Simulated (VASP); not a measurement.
Write the native input for VASP 6.6.1 that does the following.

* Task: single point
* Functional: PBE
* Potentials or basis: VASP PAW PBE potentials, release 64 (Na_pv, Cl)
* Cutoff: 520 eV
* k mesh: 6 × 6 × 6
* Occupations: gaussian, width 0.1 eV
* Spin: no spin polarisation
* Dipole correction: no
* Further INCAR settings: ALGO = Normal; EDIFF = 1e-07; NBANDS = 14

The structure of NaCl lies in POSCAR:

```
NaCl
1.0
    1.5737742290      0.9086189748      5.0127623592
   -1.5737742290      0.9086189748      5.0127623592
    0.0000000000     -1.8172379496      5.0127623592
Na Cl
1 1
Direct
    0.0000000000      0.0000000000      0.0000000000
    0.5000000000      0.5000000000      0.5000000000
```

One way to write it, as run:

INCAR

```
PREC = Accurate ; ENCUT = 520
EDIFF = 1E-7 ; ISMEAR = 0
SIGMA = 0.1 ; LREAL = F
LASPH = T ; NELM = 100
ALGO = Normal ; ISIF = 2
LWAVE = F ; LCHARG = F
GGA = PE ; NBANDS = 14
```

KPOINTS

```
Automatic mesh
0
Gamma
  6 6 6
```

Potentials or basis: VASP PAW PBE potentials, release 64 (Na_pv, Cl).

The run is started by

```sh
$ cat potpaw_PBE.64/Na_pv/POTCAR potpaw_PBE.64/Cl/POTCAR > POTCAR
$ mpirun -np 1 vasp_std > vasp.out
```

It gave:

```json
{
 "Pressure": "3.4 GPa",
 "Band gap on the k mesh": "zero (filled and empty bands overlap)"
}
```

Caveat: the k points lie up to 0.39 Å⁻¹ apart; semilocal functionals underestimate gaps, and a narrow one can read as zero.

Wall time 84 s on 1 thread of Intel Xeon 8259CL (shared host), peak memory 0.22 GiB.
